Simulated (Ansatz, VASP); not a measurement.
## Two plane-wave programs on Cl

```
Cl
1.0
     5.64374   -2.30734    0.00000
     5.64374    2.30734    0.00000
     0.00000    0.00000    8.60048
Cl
4
Direct
  0.89407 0.10593 0.10505
  0.60593 0.39407 0.60505
  0.10593 0.89407 0.89495
  0.39407 0.60593 0.39495
```

Alike in both runs: functional BLYP; k mesh 5 × 5 × 2; occupations fermi-dirac, width 0.05 eV; no spin polarisation.

Ansatz relaxed the structure, and its values are those at the end. VASP's run is a single point on that final structure, the one shown.

```csv
,VASP,Ansatz
version,VASP 6.6.1,Ansatz 0.2.0
potentials or method,"VASP PAW PBE potentials, release 64 (Cl), cutoff 520 eV","plane waves (420 eV) with PAW, scalar-relativistic"
valence electrons in the cell,28,28
```

Ansatz gave:

- pressure (GPa): 0.0
- rms of the force components (eV/Å): 0.001

Problem. Estimate VASP's values.

Solution. Pressure (GPa): -0.2; rms of the force components (eV/Å): 0.095.

VASP's potentials were made for PBE, not for BLYP.
